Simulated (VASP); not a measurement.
Wanted: the native input for a VASP 6.6.1 run.

```yaml
Task: relaxation of cell and atoms
Functional: PBE
Potentials_or_basis: VASP PAW PBE potentials, release 64 (B, Te)
Cutoff: 600 eV
k_mesh: 3 × 3 × 6
Occupations: gaussian, width 0.1 eV
Spin: no spin polarisation
Dipole_correction: no
Further_INCAR_settings: ALGO = Normal; EDIFF = 1e-07; IBRION = 2; EDIFFG = -0.04; NSW = 90; ISIF = 3
```

The structure of B2Te3 lies in POSCAR:

```
B2Te3
1.0
    6.2602117806      0.0000000000      0.0000000000
   -3.1301058903      5.4215024351      0.0000000000
    0.0000000000      0.0000000000      3.1978804800
B Te
2 3
Direct
    0.3333333333      0.6666666667      0.5000000000
    0.6666666667      0.3333333333      0.5000000000
    0.3792861162      0.0000000000      0.0000000000
    0.0000000000      0.3792861162      0.0000000000
    0.6207138838      0.6207138838      0.0000000000
```

The cell was generated, and may not be a known phase.

These files were run (other wordings do the same):

INCAR

```
PREC = Accurate ; ENCUT = 600
EDIFF = 1E-7 ; ISMEAR = 0
SIGMA = 0.1 ; LREAL = False
LASPH = True ; NELM = 100
ALGO = Normal ; ISIF = 3
LWAVE = False ; LCHARG = False
GGA = PE ; IBRION = 2
NSW = 90 ; EDIFFG = -0.04
```

KPOINTS

```
regular mesh
0
Gamma
  3 3 6
```

Potentials or basis: VASP PAW PBE potentials, release 64 (B, Te).

Command:

```bash
$ cat potpaw_PBE.64/B/POTCAR potpaw_PBE.64/Te/POTCAR > POTCAR
$ mpirun -np 1 vasp_std > vasp.out
```

It gave:

```yaml
Relaxed_volume: 21.95 Å³/atom
Relaxed_cell: a = 6.262 Å, b = 6.262 Å, c = 3.232 Å, α = 90.00°, β = 90.00°, γ = 120.00°
Space_group_after_relaxing_to_0.1_Å: P-62m (No. 189)
Energy_gained_by_relaxing: 1.7 meV/atom
Ionic_steps: 3
Pressure_after_relaxing: 0.0 GPa
Largest_force_after_relaxing: 0.006 eV/Å
Band_gap_on_the_k_mesh: zero (bands 12 and 13 overlap by 1.99 eV)
```

Caveat: the k points lie up to 0.39 Å⁻¹ apart in the final cell, too coarse for converged energies and pressures of a metal; spin-orbit coupling is left out, which moves the levels of the heavy elements.

Wall time 110 s on 1 thread of Intel Xeon 8259CL (shared host), peak memory 0.27 GiB.
